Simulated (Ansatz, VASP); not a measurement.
## BN in VASP and in Ansatz

```
CELL_PARAMETERS angstrom
0.00000 1.83714 1.83714
1.83714 0.00000 1.83714
1.83714 1.83714 0.00000
ATOMIC_POSITIONS crystal
B 0.00000 0.00000 0.00000
N 0.75000 0.75000 0.75000
```

Change from the starting cell: volume scaled by 1.05, PAW files.

Alike in both runs: task electric field gradients; functional PBE; k mesh 11 × 11 × 11; occupations fermi-dirac, width 0.02 eV; no spin polarisation.

|  | VASP | Ansatz |
| --- | --- | --- |
| version | VASP 6.6.1 | Ansatz 0.2.0 |
| potentials or method | VASP PAW PBE potentials, release 64 (B, N) | PAW with Ansatz's default frozen-core files, scalar-relativistic |
| plane-wave cutoff (eV) | 520 | 420 |
| valence electrons in the cell | 8 | 8 |

VASP gave:

* gap on the k mesh at the Fermi level (eV): 4.50
* pressure (GPa): -13.9

Which values does Ansatz return?

gap on the k mesh at the Fermi level (eV): 4.51; pressure (GPa): -14.0.

With one functional, cell and mesh, what is left measures potentials, basis and numerics.
